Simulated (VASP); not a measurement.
# Fe (P6_3/mmc) in VASP: a series of runs, part 2 of 2

VASP 6.6.1. Earlier steps stand in the parts before.

**4. Single point, b88 exchange, pbe correlation, collinear spin, ferromagnetic start**

This run uses another cell than the first one, of 9.27 Å³/atom.

File INCAR:

```
SYSTEM = Fe
  ALGO = Normal
  EDIFF = 1E-6
  ENCUT = 600
  GGA = LIBXC
  GGA_COMPAT = .False.
  ISIF = 2
  ISMEAR = -1
  ISPIN = 2
  LASPH = .True.
  LCHARG = .False.
  LIBXC1 = GGA_X_B88
  LIBXC2 = GGA_C_PBE
  LMAXMIX = 4
  LORBIT = 11
  LREAL = .False.
  LWAVE = .False.
  MAGMOM = 3 3
  NBANDS = 19
  NELM = 200
  PREC = Accurate
  SIGMA = 0.05
```

File KPOINTS:

```
k-points
0
Gamma
  12 12 7
  0 0 0
```

File POSCAR:

```
Fe
1.0
    2.3844669570      0.0000000000      0.0000000000
   -1.1922334785      2.0650089592      0.0000000000
    0.0000000000      0.0000000000      3.7635056374
Fe
2
Direct
    0.6666666667      0.3333333333      0.7500000000
    0.3333333333      0.6666666667      0.2500000000
```

Potentials or basis: VASP PAW PBE potentials, release 64 (Fe).

The run is started by

```bash
$ cat potpaw_PBE.64/Fe/POTCAR > POTCAR
$ mpirun -np 1 vasp_std > vasp.out
```

OUTCAR:

```text
SYSTEM = Fe
   EDIFF = 1E-6
   ENCUT = 600
   GGA = LIBXC
   ISIF = 2
   ISMEAR = -1
   ISPIN = 2
   LASPH = .True.
   LORBIT = 11
   LREAL = .False.
   NELM = 200
   PREC = Accurate

 ion  position               nearest neighbor table
   1  0.667  0.333  0.750-   2 2.33   2 2.33   2 2.33   2 2.33   2 2.33   2 2.33
   2  0.333  0.667  0.250-   1 2.33   1 2.33   1 2.33   1 2.33   1 2.33   1 2.33

  LATTYP: Found a hexagonal cell.
 ALAT       =     2.3844669570
 C/A-ratio  =     1.5783425417

  Lattice vectors:

 A1 = (   2.3844669570,   0.0000000000,   0.0000000000)
 A2 = (  -1.1922334785,   2.0650089592,   0.0000000000)
 A3 = (   0.0000000000,   0.0000000000,   3.7635056374)

Analysis of symmetry for initial positions (statically):
=====================================================================
 Subroutine PRICEL returns:
 Original cell was already a primitive cell.

 Routine SETGRP: Setting up the symmetry group for a
 hexagonal supercell.

 Subroutine GETGRP returns: Found 24 space group operations
 (whereof 12 operations were pure point group operations)
 out of a pool of 24 trial point group operations.

The static configuration has the point symmetry D_3d.
 The point group associated with its full space group is D_6h.

Analysis of symmetry for dynamics (positions and initial velocities):
=====================================================================
 Subroutine PRICEL returns:
 Original cell was already a primitive cell.

 Routine SETGRP: Setting up the symmetry group for a
 hexagonal supercell.

 Subroutine GETGRP returns: Found 24 space group operations
 (whereof 12 operations were pure point group operations)
 out of a pool of 24 trial point group operations.

The dynamic configuration has the point symmetry D_3d.
 The point group associated with its full space group is D_6h.

Analysis of structural, dynamic, and magnetic symmetry:
=====================================================================
[... 147 lines left out ...]
   NGX =  9   NGY =  9   NGZ = 15

 number of electron      16.0000004 magnetization      -0.0008346

 number of electron      16.0000004 magnetization       0.0000885

 Free energy of the ion-electron system (eV)
  ---------------------------------------------------
  ext. energy  EPLUGINS =         0.00000000
  ---------------------------------------------------
  free energy    TOTEN  =       -15.95203352 eV

  energy without entropy =      -15.93428734  energy(sigma->0) =      -15.94316043

 E-fermi :   8.0157     XC(G=0): -14.3719

 val. band max:        8.0099525036   @ k =   0.3333   0.2500   0.2857
 cond. band min:       8.0444388476   @ k =   0.3333   0.0833   0.2857
 fundamental gap:      0.0344863440
 Fermi energy:         8.0156656222

 spin component 1

 k-point     1 :       0.0000    0.0000    0.0000
  band No.  band energies     occupation
      1      -1.4481      1.00000
      2       2.4661      1.00000
      3       6.0845      1.00000
      4       6.0845      1.00000
      5       6.2522      1.00000
      6       6.6271      1.00000
[... 517 lines left out ...]
     18      33.1056      0.00000
     19      35.3325      0.00000

 [... further k-points ...]

 spin component 2

 k-point     1 :       0.0000    0.0000    0.0000
  band No.  band energies     occupation
      1      -1.4481      1.00000
      2       2.4662      1.00000
      3       6.0845      1.00000
      4       6.0845      1.00000
      5       6.2523      1.00000
      6       6.6272      1.00000
[... 517 lines left out ...]
     18      33.1056      0.00000
     19      35.3325      0.00000

 [... further k-points ...]
[... 5 lines left out ...]
  --------------------------------------------------------------------------------------
  -------------------------------------------------------------------------------------
  Total        3.6839969      3.6839969      4.0371340      0.0000000     -0.0000000      0.0000000
  in kB      318.5106952    318.5106952    349.0421898      0.0000000     -0.0000000      0.0000000
  external PRESSURE =     328.6878601 kB  Pullay stress =       0.0000000 kB

 VOLUME and BASIS-vectors are now :
 -----------------------------------------------------------------------------
  energy-cutoff  :      600.00
  volume of cell :       18.53
      direct lattice vectors                 reciprocal lattice vectors
     2.384466957  0.000000000  0.000000000     0.419380943  0.242129700  0.000000000
    -1.192233478  2.065008959  0.000000000     0.000000000  0.484259400  0.000000000
     0.000000000  0.000000000  3.763505637     0.000000000  0.000000000  0.265709712

 POSITION                                       TOTAL-FORCE (eV/Angst)
 -----------------------------------------------------------------------------------
      1.19223      0.68834      2.82263         0.000000     -0.000000      0.000000
     -0.00000      1.37667      0.94088        -0.000000      0.000000      0.000000
 -----------------------------------------------------------------------------------
    total drift:                                0.000000     -0.000000     -0.000000

  FREE ENERGIE OF THE ION-ELECTRON SYSTEM (eV)
  ---------------------------------------------------
  free  energy   TOTEN  =       -15.9520335177 eV

  energy  without entropy=      -15.9342873394  energy(sigma->0) =      -15.94316043

 total charge

# of ion       s       p       d       tot
------------------------------------------
    1        0.587   0.735   6.460   7.782
    2        0.587   0.735   6.460   7.782
--------------------------------------------------
tot          1.173   1.471  12.920  15.564

 magnetization (x)

# of ion       s       p       d       tot
------------------------------------------
    1       -0.000  -0.000   0.000   0.000
    2       -0.000  -0.000   0.000   0.000
--------------------------------------------------
tot         -0.000  -0.000   0.000   0.000
```

stdout:

```text
POSCAR found type information on POSCAR Fe
 POSCAR found :  1 types and       2 ions
 scaLAPACK will be used
 -----------------------------------------------------------------------------
|                                                                             |
|                                                                             |
|     You enforced a specific xc type in the INCAR file but a different       |
|     I HOPE YOU KNOW WHAT YOU ARE DOING!                                     |
|                                                                             |
 -----------------------------------------------------------------------------

 LDA part: xc-table for (None,None), standard interpolation
 POSCAR, INCAR and KPOINTS ok, starting setup
 FFT: planning ... GRIDC
 FFT: planning ... GRID_SOFT
 FFT: planning ... GRID
 WAVECAR not read
 entering main loop
```

Run time: 28 s. Hardware: 1 thread of Intel Xeon 6975P-C (Granite Rapids), shared host; peak memory 0.17 GiB.

Results:

| Quantity | Value |
| --- | --- |
| Free energy | -15.9520 eV |
| Pressure | 32.9 GPa |
| Band gap on the k mesh | zero (filled and empty bands overlap) |
| Net moment | 0.00 μB per cell |
| Valence electrons inside the program's atomic spheres | Fe 7.78 |

Stress tensor (GPa, compression positive):
```
31.85  0.00  0.00
 0.00 31.85  0.00
 0.00  0.00 34.90
```

Levels at points of the mesh, in eV from the Fermi level:
Spin up:
```csv
k point,band 6,band 7,band 8,band 9,band 10,band 11
"(0.00, 0.00, 0.00)",-1.39,-1.39,-1.01,-1.01,0.64,0.79
"(0.50, 0.00, 0.00)",-1.74,-1.23,0.91,1.17,1.22,3.01
```
Spin down:
| k point | band 6 | band 7 | band 8 | band 9 | band 10 | band 11 |
| --- | --- | --- | --- | --- | --- | --- |
| (0.00, 0.00, 0.00) | -1.39 | -1.39 | -1.01 | -1.01 | 0.64 | 0.79 |
| (0.50, 0.00, 0.00) | -1.74 | -1.23 | 0.91 | 1.17 | 1.22 | 3.01 |

Caveat: the cell stands under pressure; the PAW data sets were made with another functional, which shifts forces and pressure a little.
